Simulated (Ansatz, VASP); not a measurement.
## Al2Cu: VASP beside Ansatz

```
CELL_PARAMETERS angstrom
-2.03034 2.03034 2.85109
2.03034 -2.03034 2.85109
2.03034 2.03034 -2.85109
ATOMIC_POSITIONS crystal
Cu 0.50000 0.50000 0.00000
Al 0.25000 0.75000 0.50000
Al 0.75000 0.25000 0.50000
```

Alike in both runs: task relaxation of cell and atoms; functional PBEsol; k mesh 9 × 9 × 9; occupations fermi-dirac, width 0.05 eV; no spin polarisation.

|  | VASP | Ansatz |
| --- | --- | --- |
| version | VASP 6.6.1 | Ansatz 0.2.0 |
| potentials or method | VASP PAW PBE potentials, release 64 (Cu, Al) | Ansatz PAW |
| plane-wave cutoff (eV) | 600 | 420 |
| valence electrons in the cell | 17 | 25 |

|  | VASP | Ansatz | Ansatz less VASP |
| --- | --- | --- | --- |
| gap on the k mesh at the Fermi level, each at its own relaxed structure (eV) | none | none | - |
| relaxed volume (Å³/atom) | 15.71 | 15.66 | -0.048 |
| relaxed cell length with the largest relative difference (Å) | 4.050 | 4.050 | -0.0001 |

VASP's potentials were made for PBE, not for PBEsol. A gap of «none» marks a metal or a gap that the smearing closes. VASP's potentials hold 17 valence electrons a cell and Ansatz's 25, so a difference there can come from the potentials and not from the codes.

Noted on Ansatz's run: the plane-wave basis is chosen anew once the cell has moved, so the energies of steps on either side of that aren't comparable.
